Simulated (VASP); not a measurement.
Set up this calculation in VASP 6.6.1, as the native input.

| Item | Value |
| --- | --- |
| Task | electric field gradients |
| Functional | PBE |
| Potentials or basis | VASP PAW PBE potentials, release 64 (Fe) |
| Cutoff | 520 eV |
| k mesh | 17 × 17 × 10 |
| Occupations | fermi-dirac, width 0.08 eV |
| Spin | no spin polarisation |
| Dipole correction | no |
| Further INCAR settings | ALGO = Normal; EDIFF = 1e-08; NBANDS = 15 |

The structure of Fe lies in POSCAR:

```
Fe
1.0
    2.4341575853      0.0000000000      0.0000000000
   -1.2170787927      2.1080423057      0.0000000000
    0.0000000000      0.0000000000      3.9187731594
Fe
2
Direct
    0.3333333333      0.6666666667      0.2500000000
    0.6666666667      0.3333333333      0.7500000000
```

This cell differs from its parent crystal: zz strain of +2 %.

One way to write it, as run:

INCAR

```
SYSTEM = Fe
PREC = Accurate
ENCUT = 520
EDIFF = 1E-8
ISMEAR = -1
SIGMA = 0.08
LREAL = .False.
LASPH = .True.
NELM = 120
ALGO = Normal
ISIF = 2
LWAVE = .False.
LCHARG = .False.
GGA = PE
LEFG = .True.
NBANDS = 15
GGA_COMPAT = .False.
```

KPOINTS

```
Automatic mesh
0
Gamma
  17 17 10
  0 0 0
```

Potentials or basis: VASP PAW PBE potentials, release 64 (Fe).

Run with:

```console
$ cat potpaw_PBE.64/Fe/POTCAR > POTCAR
$ mpirun -np 1 vasp_std > vasp.out
```

It gave:

The pressure is 3.8 GPa and the band gap on the k mesh is zero (band 8 reaches 7.96 eV, above the bottom of band 9 at 6.08 eV).

Caveat: the cell differs from its parent crystal (zz strain of +2 %); without QUAD_EFG the Cq values of the log hold for a quadrupole moment of 1 mb, not for the nuclei; the run has no spin polarisation, though such a crystal can be magnetic.

Run time: 48 s on 1 thread of Intel Xeon 6975P-C, with other jobs on the host, peak memory 0.17 GiB.
